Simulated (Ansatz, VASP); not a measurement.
**One calculation of Ta, two programs**

```
CELL_PARAMETERS angstrom
1.54398 -5.05450 0.00000
1.54398 5.05450 0.00000
0.00000 0.00000 4.81881
ATOMIC_POSITIONS crystal
Ta 0.13493 0.86507 0.00000
Ta 0.63493 0.36507 0.50000
Ta 0.86507 0.13493 0.00000
Ta 0.36507 0.63493 0.50000
```

Alike in both runs: functional r2SCAN; k mesh 6 × 6 × 4; occupations gaussian, width 0.1 eV; no spin polarisation.

Ansatz relaxed the structure, and its values are those at the end. VASP's run is a single point on that final structure, the one shown.

|  | VASP | Ansatz |
| --- | --- | --- |
| version | VASP 6.6.1 | Ansatz 0.2.0 |
| potentials or method | VASP PAW PBE potentials, release 64 (Ta_pv), cutoff 520 eV | scalar-relativistic, plane waves, PAW |
| valence electrons in the cell | 44 | 52 |

|  | VASP | Ansatz | Ansatz less VASP |
| --- | --- | --- | --- |
| gap on the k mesh at the Fermi level (eV) | none | none | - |
| pressure (GPa) | 0.6 | 0.0 | -0.60 |

VASP's potentials were made for PBE, not for r2SCAN. A gap of «none» marks a metal or a gap that the smearing closes. VASP's potentials hold 44 valence electrons a cell and Ansatz's 52, so a difference there can come from the potentials and not from the codes.

Neither program's run includes spin-orbit coupling.
